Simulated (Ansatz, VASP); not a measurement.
# Ti in VASP and in Ansatz

```xyz
1
Lattice="-1.6298 1.6298 1.6298 1.6298 -1.6298 1.6298 1.6298 1.6298 -1.6298" Properties=species:S:1:pos:R:3 pbc="T T T"
Ti    0.0000    0.0000    0.0000
```

Alike in both runs: functional PBE; k mesh 16 × 16 × 16; occupations fermi-dirac, width 0.1 eV; no spin polarisation.

Ansatz relaxed the structure, and its values are those at the end. VASP's run is a single point on that final structure, the one shown.

```csv
,VASP,Ansatz
version,VASP 6.6.1,Ansatz 0.2.0
potentials or method,"VASP PAW PBE potentials, release 64 (Ti_sv)","PAW with Ansatz's default frozen-core files, scalar-relativistic"
plane-wave cutoff (eV),520,420
valence electrons in the cell,12,12
```

Ansatz gave:

| Item | Value |
| --- | --- |
| pressure (GPa) | 0.0 |

Question: What did VASP give for the same quantities?

Answer: Pressure (GPa): -0.2.
